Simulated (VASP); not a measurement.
# AlC (P4mm) in VASP: relaxation of cell and atoms with PBE

Aim: the relaxation of cell and atoms of AlC with PBE.

All numbers are computed with VASP 6.6.1; they aren't measurements. Logs are shortened: lines on timing, memory, paths and dates and some standing lists are left out, and cuts for length are marked.

## (1) The cell of the first run

Symmetry: P4mm, No. 99, tetragonal system. The conventional cell has a = 3.219 Å, b = 3.219 Å, c = 3.305 Å, α = 90.00°, β = 90.00°, γ = 90.00°. Al (site symmetry 4mm) has 1 C at 1.36 Å within 1.8 Å. Within 1.8 Å of C (site symmetry 4mm) lie 1 Al at 1.36 Å.

## (2) Relaxation of cell and atoms, PBE

The input, INCAR:

```
ALGO = Normal ; EDIFF = 1E-7
EDIFFG = -0.08 ; ENCUT = 600
GGA = PE ; GGA_COMPAT = False
IBRION = 2 ; ISIF = 3
ISMEAR = 0 ; LASPH = True
LCHARG = False ; LREAL = False
LWAVE = False ; NELM = 120
NELMIN = 4 ; NSW = 36
PREC = Accurate ; SIGMA = 0.2
```

The input, KPOINTS:

```
k-points
0
Gamma
  6 6 6
```

The input, POSCAR:

```
AlC
1.0
    3.2188777100      0.0000000000      0.0000000000
    0.0000000000      3.2188777100      0.0000000000
    0.0000000000      0.0000000000      3.3051564200
Al C
1 1
Direct
    0.0000000000      0.0000000000      0.5607719400
    0.0000000000      0.0000000000      0.1508023600
```

Potentials or basis: VASP PAW PBE potentials, release 64 (Al, C).

The run is started by

```sh
cat potpaw_PBE.64/Al/POTCAR potpaw_PBE.64/C/POTCAR > POTCAR
mpirun -np 1 vasp_std > vasp.out
```

OUTCAR:

```text
EDIFF = 1E-7
   EDIFFG = -0.08
   ENCUT = 600
   GGA = PE
   IBRION = 2
   ISIF = 3
   ISMEAR = 0
   LASPH = True
   LREAL = False
   NELM = 120
   NELMIN = 4
   NSW = 36
   PREC = Accurate

 ion  position               nearest neighbor table
   1  0.000  0.000  0.561-   2 1.36   2 1.95
   2  0.000  0.000  0.151-   1 1.36   1 1.95

 -----------------------------------------------------------------------------
|                                                                             |
|           W    W    AA    RRRRR   N    N  II  N    N   GGGG   !!!           |
|           W    W   A  A   R    R  NN   N  II  NN   N  G    G  !!!           |
|           W    W  A    A  R    R  N N  N  II  N N  N  G       !!!           |
|           W WW W  AAAAAA  RRRRR   N  N N  II  N  N N  G  GGG   !            |
|           WW  WW  A    A  R   R   N   NN  II  N   NN  G    G                |
|           W    W  A    A  R    R  N    N  II  N    N   GGGG   !!!           |
|                                                                             |
|     The distance between some ions is very small. Please check the          |
|     nearest-neighbor list in the OUTCAR file.                               |
|     I HOPE YOU KNOW WHAT YOU ARE DOING!                                     |
|                                                                             |
 -----------------------------------------------------------------------------

  LATTYP: Found a simple tetragonal cell.
 ALAT       =     3.2188777100
 C/A-ratio  =     1.0268039726

  Lattice vectors:

 A1 = (   3.2188777100,   0.0000000000,   0.0000000000)
 A2 = (   0.0000000000,   3.2188777100,   0.0000000000)
 A3 = (   0.0000000000,   0.0000000000,   3.3051564200)

Analysis of symmetry for initial positions (statically):
=====================================================================
 Subroutine PRICEL returns:
 Original cell was already a primitive cell.

 Routine SETGRP: Setting up the symmetry group for a
 simple tetragonal supercell.

 Subroutine GETGRP returns: Found  8 space group operations
 (whereof  8 operations were pure point group operations)
 out of a pool of 16 trial point group operations.

The static configuration has the point symmetry C_4v.

Analysis of symmetry for dynamics (positions and initial velocities):
=====================================================================
 Subroutine PRICEL returns:
 Original cell was already a primitive cell.

 Routine SETGRP: Setting up the symmetry group for a
 simple tetragonal supercell.

 Subroutine GETGRP returns: Found  8 space group operations
 (whereof  8 operations were pure point group operations)
 out of a pool of 16 trial point group operations.

The dynamic configuration has the point symmetry C_4v.

 Subroutine INISYM returns: Found  8 space group operations
 (whereof  8 operations are pure point group operations),
 and found     1 'primitive' translations

----------------------------------------------------------------------------------------

                                     Primitive cell

  volume of cell :      34.2453

  direct lattice vectors                    reciprocal lattice vectors
     3.218877710  0.000000000  0.000000000     0.310667285  0.000000000  0.000000000
     0.000000000  3.218877710  0.000000000     0.000000000  0.310667285  0.000000000
     0.000000000  0.000000000  3.305156420     0.000000000  0.000000000  0.302557541

  length of vectors
     3.218877710  3.218877710  3.305156420     0.310667285  0.310667285  0.302557541

  position of ions in fractional coordinates (direct lattice)
     0.000000000  0.000000000  0.560771940
     0.000000000  0.000000000  0.150802360

  ion indices of the primitive-cell ions
   primitive index   ion index
                 1           1
                 2           2

----------------------------------------------------------------------------------------

 KPOINTS: k-points

Automatic generation of k-mesh.
 Grid dimensions read from file:
 generate k-points for:    6    6    6

 Generating k-lattice:

  Cartesian coordinates                     Fractional coordinates (reciprocal lattice)
     0.051777881  0.000000000  0.000000000     0.166666667  0.000000000  0.000000000
     0.000000000  0.051777881  0.000000000     0.000000000  0.166666667  0.000000000
     0.000000000  0.000000000  0.050426257     0.000000000  0.000000000  0.166666667

  Length of vectors
     0.051777881  0.051777881  0.050426257

  Shift w.r.t. Gamma in fractional coordinates (k-lattice)
     0.000000000  0.000000000  0.000000000

 Subroutine IBZKPT returns following result:
 ===========================================

 Found     40 irreducible k-points:

 Following reciprocal coordinates:
            Coordinates               Weight
  0.000000  0.000000  0.000000      1.000000
  0.166667  0.000000  0.000000      4.000000
  0.333333  0.000000  0.000000      4.000000
  0.500000  0.000000  0.000000      2.000000
  0.166667  0.166667  0.000000      4.000000
  0.333333  0.166667  0.000000      8.000000
[... 16 lines left out ...]
  0.333333  0.000000  0.333333      8.000000
  0.500000  0.000000  0.333333      4.000000
 [... further k-points ...]
   k-points           NKPTS =     40   k-points in BZ     NKDIM =     40   number of bands    NBANDS=      7
   number of dos      NEDOS =    301   number of ions     NIONS =      2
   total plane-waves  NPLWV =  21952
   dimension x,y,z NGX =    28 NGY =   28 NGZ =   28
   dimension x,y,z NGXF=    56 NGYF=   56 NGZF=   56
   ions per type =               1   1
   NGX,Y,Z   is equivalent  to a cutoff of  14.46, 14.46, 14.08 a.u.
   NGXF,Y,Z  is equivalent  to a cutoff of  28.92, 28.92, 28.17 a.u.
 SYSTEM =  unknown system
   PREC   = accura    normal or accurate (medium, high low for compatibility)
   ISTART =      0    job   : 0-new  1-cont  2-samecut
   ICHARG =      2    charge: 1-file 2-atom 10-const
   ISPIN  =      1    spin polarized calculation?
   LNONCOLLINEAR =      F non collinear calculations
   LSORBIT =      F    spin-orbit coupling
   LASPH  =      T    aspherical Exc in radial PAW
   ENCUT  =  600.0 eV  44.10 Ry    6.64 a.u.   6.43  6.43  6.60*2*pi/ulx,y,z
   NELM   =    120;   NELMIN=  4; NELMDL= -5     # of ELM steps
   EDIFF  = 0.1E-06   stopping-criterion for ELM
   LREAL  =      F    real-space projection
   EDIFFG = -.8E-01   stopping-criterion for IOM
   NSW    =     36    number of steps for IOM
   IBRION =      2    ionic relax: 0-MD 1-quasi-New 2-CG
   NFREE  =      1    steps in history (QN), initial steepest desc. (CG)
   ISIF   =      3    stress and relaxation
   ISYM   =      2    0-nonsym 1-usesym 2-fastsym
   POTIM  = 0.5000    time-step for ionic-motion
   TEBEG  =    0.0;   TEEND  =   0.0 temperature during run
   PSTRESS=    0.0 pullay stress
   NELECT =       7.0000    total number of electrons
   NUPDOWN=      -1.0000    fix difference up-down
   EMIN   =  10.00;   EMAX   =-10.00  energy-range for DOS
   EFERMI =   0.00;   METHOD = LEGACY
   ISMEAR =     0;   SIGMA  =   0.20  broadening in eV -4-tet -1-fermi 0-gaus
   EFERMI_NEDOS =   21; number of points for ismear=-14 and -15
   IALGO  =     38    algorithm
   IMIX   =      4    mixing-type and parameters
     AMIX     =   0.40;   BMIX     =  1.00
     AMIX_MAG =   1.60;   BMIX_MAG =  1.00
  volume/ion in A,a.u.               =      17.12       115.55
  Fermi-wavevector in a.u.,A,eV,Ry     =   0.964363  1.822382 12.653363  0.929996
  Thomas-Fermi vector in A             =   2.093988
   LORBIT       =      0    0 simple, 1 ext, 2 COOP (PROOUT), +10 PAW based schemes
   GGA     = PE    functional components
   LHFCALC =     F    Hartree Fock is set to
   AEXX    =    0.0000 exact exchange contribution
   IVDW    =     0    specifies the selected vdW correction
   LEPSILON=     F    determine dielectric tensor
   LRPA    =     F    only Hartree local field effects (RPA)
 conjugate gradient relaxation of ions
 non-spin polarized calculation
 Gauss-broadening in eV      SIGMA  =   0.20
  energy-cutoff  :      600.00
  volume of cell :       34.25
 maximum number of plane-waves:      1173
 NGX is ok and might be reduce to    28
   NGX = 13   NGY = 13   NGZ = 13

--------------------------------------- Ionic step        1  -------------------------------------------

 number of electron       7.0000001 magnetization

 Free energy of the ion-electron system (eV)
  ---------------------------------------------------
  ext. energy  EPLUGINS =         0.00000000
  ---------------------------------------------------
  free energy    TOTEN  =        -3.67045727 eV

  energy without entropy =       -3.64928012  energy(sigma->0) =       -3.65986870

------------------------ aborting loop because EDIFF is reached ----------------------------------------

  FORCE on cell =-STRESS in cart. coord.  units (eV):
  Direction    XX          YY          ZZ          XY          YZ          ZX
  --------------------------------------------------------------------------------------
  -------------------------------------------------------------------------------------
  Total       -0.2917773     -0.2917773     41.7757223      0.0000000      0.0000000      0.0000000
  in kB      -13.6508959    -13.6508959   1954.4905600      0.0000000      0.0000000      0.0000000
  external PRESSURE =     642.3962560 kB  Pullay stress =       0.0000000 kB
[... 830 lines left out ...]
 k-point    24 :       0.5000    0.0000    0.3333
  band No.  band energies     occupation
      1      -6.1773      2.00000
      2      -1.0559      2.00000
      3      -0.1263      2.00000
      4       2.7284      2.00000
      5       5.6980      0.00000
      6       6.2136      0.00000
      7      13.0929      0.00000

 [... further k-points ...]

[... ionic steps 4 to 24 ...]

--------------------------------------- Ionic step       25  -------------------------------------------

 number of electron       7.0000000 magnetization

------------------------ aborting loop because EDIFF is reached ----------------------------------------

  FORCE on cell =-STRESS in cart. coord.  units (eV):
  Direction    XX          YY          ZZ          XY          YZ          ZX
  --------------------------------------------------------------------------------------
  -------------------------------------------------------------------------------------
  Total       -0.0958311     -0.0958311     -0.3525650      0.0000000      0.0000000      0.0000000
  in kB       -5.2502142     -5.2502142    -19.3156620      0.0000000      0.0000000      0.0000000
  external PRESSURE =      -9.9386968 kB  Pullay stress =       0.0000000 kB
[... 57 lines left out ...]
  energy  without entropy=       -9.1741482234  energy(sigma->0) =       -9.18815403

--------------------------------------- Ionic step       27  -------------------------------------------

 number of electron       7.0000001 magnetization

 Free energy of the ion-electron system (eV)
  ---------------------------------------------------
  ext. energy  EPLUGINS =         0.00000000
  ---------------------------------------------------
  free energy    TOTEN  =        -9.20252123 eV

  energy without entropy =       -9.17474011  energy(sigma->0) =       -9.18863067

 E-fermi :   5.0969     XC(G=0):  -9.8858

 val. band max:        5.0466660094   @ k =   0.3333   0.1667   0.1667
 cond. band min:       5.1435016751   @ k =   0.3333   0.0000   0.3333
 fundamental gap:      0.0968356658
 Fermi energy:         5.0969380052

 k-point     1 :       0.0000    0.0000    0.0000
  band No.  band energies     occupation
      1      -7.6712      2.00000
      2       0.5150      2.00000
      3       1.9018      2.00000
      4       6.8029      0.00000
      5       6.8029      0.00000
      6      13.3338      0.00000
      7      15.7778      0.00000
[... 259 lines left out ...]
  FREE ENERGIE OF THE ION-ELECTRON SYSTEM (eV)
  ---------------------------------------------------
  free  energy   TOTEN  =        -9.2025212271 eV

  energy  without entropy=       -9.1747401114  energy(sigma->0) =       -9.18863067

 reached required accuracy - stopping structural energy minimisation
```

Wall time 94 s (1 thread of Intel Xeon 6975P-C (Granite Rapids), shared host); peak memory 0.17 GiB.

What came out:

```
Free energy                            : -9.2025 eV
Relaxed volume                         : 14.51 Å³/atom
Relaxed cell                           : a = 2.745 Å, b = 2.745 Å, c = 3.849 Å, α = 90.00°, β = 90.00°, γ = 90.00°
Space group after relaxing (to 0.05 Å) : P4/mmm (No. 123)
Energy gained by relaxing              : 2766.0 meV/atom
Ionic steps                            : 27
Pressure after relaxing                : 0.1 GPa
Largest force after relaxing           : 0.023 eV/Å
```

Forces on the atoms (eV/Å):
```
Al   0.000  0.000  0.023
C    0.000  0.000 -0.023
```

Stress tensor (GPa, compression positive):
```
0.05 0.00 0.00
0.00 0.05 0.00
0.00 0.00 0.21
```

Step by step:
| step | energy change (eV) | largest force (eV/Å) | pressure (GPa) | volume (Å³) |
| --- | --- | --- | --- | --- |
| 1 | 0.0000 | 32.8921 | 64.24 | 34.25 |
| 2 | -1.3487 | 1.7324 | -12.74 | 67.79 |
| 3 | -2.1635 | 1.2279 | -10.83 | 64.92 |
| 4 | -2.2677 | 2.0889 | -5.41 | 62.88 |
| 5 | -2.3307 | 0.3608 | -8.14 | 63.65 |
| 6 | -3.0181 | 0.8250 | -8.02 | 51.31 |
| 7 | -3.5767 | 4.7032 | 31.06 | 23.98 |
| 8 | -3.8249 | 2.9466 | 1.03 | 34.46 |
| 9 | -3.8894 | 3.5482 | 7.72 | 30.49 |
| 10 | -4.0951 | 2.0160 | 6.92 | 28.42 |
| 11 | -4.1296 | 1.1313 | 7.77 | 26.64 |
| 12 | -4.1322 | 1.2257 | 7.53 | 26.89 |
| 13 | -4.2304 | 1.0376 | 4.50 | 27.28 |
| 14 | -4.4616 | 0.6695 | -3.00 | 28.43 |
| 15 | -4.8025 | 0.2999 | -11.95 | 30.66 |
| 16 | -4.9370 | 2.8512 | -8.50 | 34.69 |
| 17 | -4.9759 | 0.2165 | -14.19 | 31.92 |
| 18 | -5.1188 | 0.4262 | -14.14 | 33.35 |
| 19 | -5.2237 | 1.1751 | -11.45 | 32.98 |
| 20 | -5.2399 | 1.6329 | -9.92 | 32.81 |
| 21 | -5.3342 | 1.4248 | -8.96 | 32.06 |
| 22 | -5.5183 | 0.2686 | -3.47 | 29.86 |
| 23 | -5.5261 | 0.5602 | 0.31 | 28.97 |
| 24 | -5.5297 | 0.2042 | -1.29 | 29.31 |
| 25 | -5.5297 | 0.2701 | -0.99 | 29.24 |
| 26 | -5.5317 | 0.1206 | -0.33 | 29.10 |
| 27 | -5.5321 | 0.0230 | 0.10 | 29.01 |

Final structure:
```xyz
2
Lattice="2.7455 0.0000 0.0000 0.0000 2.7455 0.0000 0.0000 0.0000 3.8491" Properties=species:S:1:pos:R:3 pbc="T T T"
Al    0.0000    0.0000    0.4068
C     0.0000    0.0000    2.3322
```

Caveat: the volume moved by over 15 % at a fixed basis, so the end points are rough; the relaxation stopped at a loose force limit of 0.08 eV/Å, so its end isn't a converged minimum.
